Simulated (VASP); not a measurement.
# TlBr3 (Pm-3m) in VASP: notebook, part 2 of 2

VASP 6.6.1. The steps go on from the part before.

## Step 3: Single point, r2SCAN

This run uses another cell than the first one, of 30.42 Å³/atom.

Contents of POSCAR:

```
TlBr3
1.0
    4.9551776740      0.0000000000      0.0000000000
    0.0000000000      4.9551776740      0.0000000000
    0.0000000000      0.0000000000      4.9551776740
Tl Br
1 3
Direct
    0.0000000000      0.0000000000      0.0000000000
    0.0000000000      0.5000000000      0.5000000000
    0.5000000000      0.0000000000      0.5000000000
    0.5000000000      0.5000000000      0.0000000000
```

Contents of INCAR.step1:

```
PREC = Accurate
ENCUT = 520
ISMEAR = 0
SIGMA = 0.1
LREAL = False
LASPH = True
NELM = 60
NBANDS = 25
GGA = PE
ALGO = Normal
EDIFF = 1E-4
LWAVE = True
LCHARG = False
```

Contents of INCAR.step2:

```
PREC = Accurate
ENCUT = 520
EDIFF = 1E-7
ISMEAR = 0
SIGMA = 0.1
LREAL = False
LASPH = True
NELM = 60
ALGO = Normal
ISIF = 2
LWAVE = False
LCHARG = True
METAGGA = R2SCAN
LMIXTAU = True
LELF = True
LVHAR = True
NBANDS = 25
ISTART = 1
```

Contents of KPOINTS:

```
Automatic mesh
0
Gamma
  8 8 8
```

Potentials or basis: VASP PAW PBE potentials, release 64 (Tl_d, Br).

The run is started by

```bash
> cat potpaw_PBE.64/Tl_d/POTCAR potpaw_PBE.64/Br/POTCAR > POTCAR
> cp INCAR.step1 INCAR
> mpirun -np 1 vasp_std > vasp.out
> cp INCAR.step2 INCAR
> mpirun -np 1 vasp_std > vasp.out
```

OUTCAR:

```text
PREC = Accurate
   ENCUT = 520
   EDIFF = 1E-7
   ISMEAR = 0
   LREAL = False
   LASPH = True
   NELM = 60
   ISIF = 2
   METAGGA = R2SCAN
   ISTART = 1

 ion  position               nearest neighbor table
   1  0.000  0.000  0.000-
   2  0.000  0.500  0.500-
   3  0.500  0.000  0.500-
   4  0.500  0.500  0.000-

  LATTYP: Found a simple cubic cell.
 ALAT       =     4.9551776740

  Lattice vectors:

 A1 = (   4.9551776740,   0.0000000000,   0.0000000000)
 A2 = (   0.0000000000,   4.9551776740,   0.0000000000)
 A3 = (   0.0000000000,   0.0000000000,   4.9551776740)

Analysis of symmetry for initial positions (statically):
=====================================================================
 Subroutine PRICEL returns:
 Original cell was already a primitive cell.

 Routine SETGRP: Setting up the symmetry group for a
 simple cubic supercell.

 Subroutine GETGRP returns: Found 48 space group operations
 (whereof 48 operations were pure point group operations)
 out of a pool of 48 trial point group operations.

The static configuration has the point symmetry O_h .

Analysis of symmetry for dynamics (positions and initial velocities):
=====================================================================
 Subroutine PRICEL returns:
 Original cell was already a primitive cell.

 Routine SETGRP: Setting up the symmetry group for a
 simple cubic supercell.

 Subroutine GETGRP returns: Found 48 space group operations
 (whereof 48 operations were pure point group operations)
 out of a pool of 48 trial point group operations.

The dynamic configuration has the point symmetry O_h .

 Subroutine INISYM returns: Found 48 space group operations
[... 114 lines left out ...]
   EMIN   =  10.00;   EMAX   =-10.00  energy-range for DOS
   EFERMI =   0.00;   METHOD = LEGACY
   ISMEAR =     0;   SIGMA  =   0.10  broadening in eV -4-tet -1-fermi 0-gaus
   EFERMI_NEDOS =   21; number of points for ismear=-14 and -15
   IALGO  =     38    algorithm
   IMIX   =      4    mixing-type and parameters
     AMIX     =   0.40;   BMIX     =  1.00
     AMIX_MAG =   1.60;   BMIX_MAG =  1.00
  volume/ion in A,a.u.               =      30.42       205.26
  Fermi-wavevector in a.u.,A,eV,Ry     =   1.070308  2.022588 15.586265  1.145558
  Thomas-Fermi vector in A             =   2.206014
   LORBIT       =      0    0 simple, 1 ext, 2 COOP (PROOUT), +10 PAW based schemes
   METAGGA = R2SCAN    functional components
   LHFCALC =     F    Hartree Fock is set to
   AEXX    =    0.0000 exact exchange contribution
   IVDW    =     0    specifies the selected vdW correction
   LEPSILON=     F    determine dielectric tensor
   LRPA    =     F    only Hartree local field effects (RPA)
 non-spin polarized calculation
 Gauss-broadening in eV      SIGMA  =   0.10
  energy-cutoff  :      520.00
  volume of cell :      121.67
 maximum number of plane-waves:      3328
 NGX is ok and might be reduce to    40
   NGX = 19   NGY = 19   NGZ = 19

 number of electron      33.9999995 magnetization

 Free energy of the ion-electron system (eV)
  ---------------------------------------------------
  ext. energy  EPLUGINS =         0.00000000
  ---------------------------------------------------
  free energy    TOTEN  =       -93.36239503 eV

  energy without entropy =      -93.30499016  energy(sigma->0) =      -93.33369259

 E-fermi :   0.8695     XC(G=0):  -9.3163

 val. band max:        0.8655902182   @ k =   0.2500   0.1250   0.0000
 cond. band min:       0.8784172845   @ k =   0.1250   0.0000   0.0000
 fundamental gap:      0.0128270663
 Fermi energy:         0.8694928595

 k-point     1 :       0.0000    0.0000    0.0000
  band No.  band energies     occupation
      1     -13.8149      2.00000
      2     -12.6984      2.00000
      3     -12.6984      2.00000
      4      -8.7784      2.00000
      5      -8.7784      2.00000
      6      -8.7784      2.00000
[... 661 lines left out ...]
     24      11.9039      0.00000
     25      12.6472      0.00000

 [... further k-points ...]

------------------------ aborting loop because EDIFF is reached ----------------------------------------

  FORCE on cell =-STRESS in cart. coord.  units (eV):
  Direction    XX          YY          ZZ          XY          YZ          ZX
  --------------------------------------------------------------------------------------
  -------------------------------------------------------------------------------------
  Total       -0.0192740     -0.0192740     -0.0192740      0.0000000      0.0000000     -0.0000000
  in kB       -0.2538076     -0.2538076     -0.2538076      0.0000000      0.0000000     -0.0000000
  external PRESSURE =      -0.2538076 kB  Pullay stress =       0.0000000 kB

 VOLUME and BASIS-vectors are now :
 -----------------------------------------------------------------------------
  energy-cutoff  :      520.00
  volume of cell :      121.67
      direct lattice vectors                 reciprocal lattice vectors
     4.955177674  0.000000000  0.000000000     0.201809111  0.000000000  0.000000000
     0.000000000  4.955177674  0.000000000     0.000000000  0.201809111  0.000000000
     0.000000000  0.000000000  4.955177674     0.000000000  0.000000000  0.201809111

 POSITION                                       TOTAL-FORCE (eV/Angst)
 -----------------------------------------------------------------------------------
      0.00000      0.00000      0.00000         0.000000      0.000000      0.000000
      0.00000      2.47759      2.47759         0.000000      0.000000      0.000000
      2.47759      0.00000      2.47759         0.000000      0.000000      0.000000
      2.47759      2.47759      0.00000         0.000000      0.000000      0.000000
 -----------------------------------------------------------------------------------
    total drift:                                0.000000      0.000000     -0.000000

  FREE ENERGIE OF THE ION-ELECTRON SYSTEM (eV)
  ---------------------------------------------------
  free  energy   TOTEN  =       -93.3623950291 eV

  energy  without entropy=      -93.3049901605  energy(sigma->0) =      -93.33369259
```

OUTCAR.step1:

```text
PREC = Accurate
   ENCUT = 520
   ISMEAR = 0
   LREAL = False
   LASPH = True
[... 900 lines left out ...]
      0.00000      0.00000      0.00000         0.000000      0.000000      0.000000
      0.00000      2.47759      2.47759         0.000000      0.000000      0.000000
      2.47759      0.00000      2.47759         0.000000      0.000000      0.000000
      2.47759      2.47759      0.00000         0.000000      0.000000      0.000000
 -----------------------------------------------------------------------------------
    total drift:                                0.000000     -0.000000     -0.000000

  FREE ENERGIE OF THE ION-ELECTRON SYSTEM (eV)
  ---------------------------------------------------
  free  energy   TOTEN  =        -7.3623830857 eV

  energy  without entropy=       -7.3051894994  energy(sigma->0) =       -7.33378629
```

OSZICAR.step1:

```text
N       E                     dE             d eps       ncg     rms          rms(c)
DAV:   1     0.196754948536E+03    0.19675E+03   -0.15353E+04  1758   0.117E+03
DAV:   2     0.452753002881E+01   -0.19223E+03   -0.18506E+03  2147   0.236E+02
DAV:   3    -0.736079053897E+01   -0.11888E+02   -0.11714E+02  2089   0.554E+01
DAV:   4    -0.745612240992E+01   -0.95332E-01   -0.95275E-01  2131   0.588E+00
DAV:   5    -0.745704739415E+01   -0.92498E-03   -0.92487E-03  2171   0.591E-01    0.434E+00
DAV:   6    -0.737353767590E+01    0.83510E-01   -0.91472E-02  1954   0.153E+00    0.259E+00
DAV:   7    -0.736175584392E+01    0.11782E-01   -0.57822E-02  1916   0.107E+00    0.610E-01
DAV:   8    -0.736217949233E+01   -0.42365E-03   -0.79702E-03  2204   0.433E-01    0.885E-02
DAV:   9    -0.736229092646E+01   -0.11143E-03   -0.18655E-04  1667   0.754E-02    0.544E-02
DAV:  10    -0.736238308569E+01   -0.92159E-04   -0.96374E-05  1637   0.607E-02
   1 F= -.73623831E+01 E0= -.73337863E+01  d E =-.571936E-01
```

Wall time 11 min (1 thread of Oxide Virtual Turin-like, shared host); peak memory 0.27 GiB.

Results:

```yaml
Free_energy: -93.3624 eV
Pressure: 0.0 GPa
Band_gap_on_the_k_mesh: zero (bands 17 and 18 overlap by 0.35 eV)
```

Levels at points of the mesh, in eV from the Fermi level:
| k point | band 13 | band 14 | band 15 | band 16 | band 17 | band 18 | band 19 | band 20 | band 21 | band 22 |
| --- | --- | --- | --- | --- | --- | --- | --- | --- | --- | --- |
| (0.00, 0.00, 0.00) | -0.93 | -0.93 | -0.93 | 0.06 | 0.06 | 0.06 | 7.17 | 7.17 | 7.17 | 7.71 |
| (0.50, 0.00, 0.00) | -1.60 | -1.39 | -1.18 | -0.13 | -0.13 | -0.07 | 4.08 | 5.95 | 5.95 | 9.78 |
| (0.50, 0.50, 0.00) | -1.36 | -1.34 | -1.34 | -0.80 | 0.17 | 0.19 | 4.76 | 5.87 | 5.87 | 10.41 |
| (0.50, 0.50, 0.50) | -3.22 | 0.15 | 0.15 | 0.15 | 0.21 | 0.21 | 7.13 | 7.13 | 7.13 | 9.38 |

Caveat: the PAW data sets were made with another functional, which shifts forces and pressure a little; spin-orbit coupling is left out, which moves the levels of the heavy elements.

## Step 4: Single point, r2SCAN

This run uses another cell than the first one, of 30.42 Å³/atom.

POSCAR is that of step 3.

Contents of INCAR.step1:

```
SYSTEM = TlBr3
  PREC = Accurate
  ENCUT = 520
  ISMEAR = 0
  SIGMA = 0.1
  LREAL = .FALSE.
  LASPH = .TRUE.
  NELM = 80
  NBANDS = 25
  GGA = PE
  ALGO = Normal
  EDIFF = 1E-4
  LWAVE = .TRUE.
  LCHARG = .FALSE.
```

Contents of INCAR.step2:

```
SYSTEM = TlBr3
  PREC = Accurate
  ENCUT = 520
  EDIFF = 1E-7
  ISMEAR = 0
  SIGMA = 0.1
  LREAL = .FALSE.
  LASPH = .TRUE.
  NELM = 80
  ALGO = Normal
  ISIF = 2
  LWAVE = .FALSE.
  LCHARG = .TRUE.
  METAGGA = R2SCAN
  LMIXTAU = .TRUE.
  LELF = .TRUE.
  LVHAR = .TRUE.
  NBANDS = 25
  ISTART = 1
```

Contents of KPOINTS:

```
Automatic mesh
0
G
  10 10 10
  0 0 0
```

The run is started by

```bash
> cat potpaw_PBE.64/Tl_d/POTCAR potpaw_PBE.64/Br/POTCAR > POTCAR
> cp INCAR.step1 INCAR
> mpirun -np 1 vasp_std > vasp.out
> cp INCAR.step2 INCAR
> mpirun -np 1 vasp_std > vasp.out
```

Run time: 16 min. Hardware: 1 thread of Oxide Virtual Turin-like, shared host; peak memory 0.32 GiB.

The run converged. Its results:

* Free energy: -93.3635 eV
* Pressure: 0.0 GPa
* Band gap on the k mesh: zero (bands 17 and 18 overlap by 0.34 eV)

Levels at points of the mesh, in eV from the Fermi level:
```
           k point  band 13  band 14  band 15  band 16  band 17  band 18  band 19  band 20  band 21  band 22
(0.00, 0.00, 0.00)    -0.93    -0.93    -0.93     0.06     0.06     0.06     7.17     7.17     7.17     7.71
(0.50, 0.00, 0.00)    -1.60    -1.39    -1.18    -0.13    -0.13    -0.06     4.08     5.95     5.95     9.78
(0.50, 0.50, 0.00)    -1.36    -1.34    -1.34    -0.79     0.17     0.19     4.77     5.87     5.87    10.41
(0.50, 0.50, 0.50)    -3.21     0.16     0.16     0.16     0.21     0.21     7.13     7.13     7.13     9.39
```

Caveat: the PAW data sets were made with another functional, which shifts forces and pressure a little; spin-orbit coupling is left out, which moves the levels of the heavy elements.

## Step 5: The runs side by side

| cell | k mesh | gap on the mesh (eV) | pressure (GPa) |
| --- | --- | --- | --- |
| a = 5.714 Å, 4 atoms | 4 × 4 × 4 | none | -3.0 |
| a = 4.955 Å, 4 atoms | 8 × 8 × 8 | none | 0.0 |
| a = 4.955 Å, 4 atoms | 10 × 10 × 10 | none | 0.0 |

Alike in all rows: task single point; level r2SCAN; potentials or basis VASP PAW PBE potentials, release 64 (Tl_d, Br); no spin polarisation; cutoff (eV) 520; smearing gaussian 0.1 eV.

Caveats: the PAW data sets were made with another functional, which shifts forces and pressure a little; spin-orbit coupling is left out, which moves the levels of the heavy elements; the cell stands under tension (at least some runs).

Absolute energies hang on the potentials; compare differences alone.

The gap in the log of VASP goes by the Fermi energy; the results here count the filled bands.